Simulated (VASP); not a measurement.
A run of VASP 6.6.1 is set up as follows.

File INCAR:

```
SYSTEM = Ta
  PREC = Accurate
  ENCUT = 520
  EDIFF = 1E-6
  ISMEAR = 0
  SIGMA = 0.1
  LREAL = .False.
  LASPH = .True.
  NELM = 60
  ALGO = Normal
  ISIF = 2
  LWAVE = .False.
  LCHARG = .False.
  GGA = PE
  NBANDS = 12
```

File KPOINTS:

```
regular mesh
0
Gamma
  18 18 18
  0 0 0
```

Contents of POSCAR:

```
Ta
1.0
   -1.6512800000      1.6512800000      1.6512800000
    1.6512800000     -1.6512800000      1.6512800000
    1.6512800000      1.6512800000     -1.6512800000
Ta
1
Direct
    0.0000000000      0.0000000000      0.0000000000
```

Potentials or basis: VASP PAW PBE potentials, release 64 (Ta_pv).

Launch:

```bash
$ cat potpaw_PBE.64/Ta_pv/POTCAR > POTCAR
$ mpirun -np 1 vasp_std > vasp.out
```

Problem. What does it give for the band gap on the k mesh?

Solution. Zero (an odd number of electrons rules out a gap without spin polarisation).

Problem. Predict the pressure.

Solution. 3.0 GPa.

Caveat: the cell stands under pressure; spin-orbit coupling is left out, which moves the levels of the heavy elements.
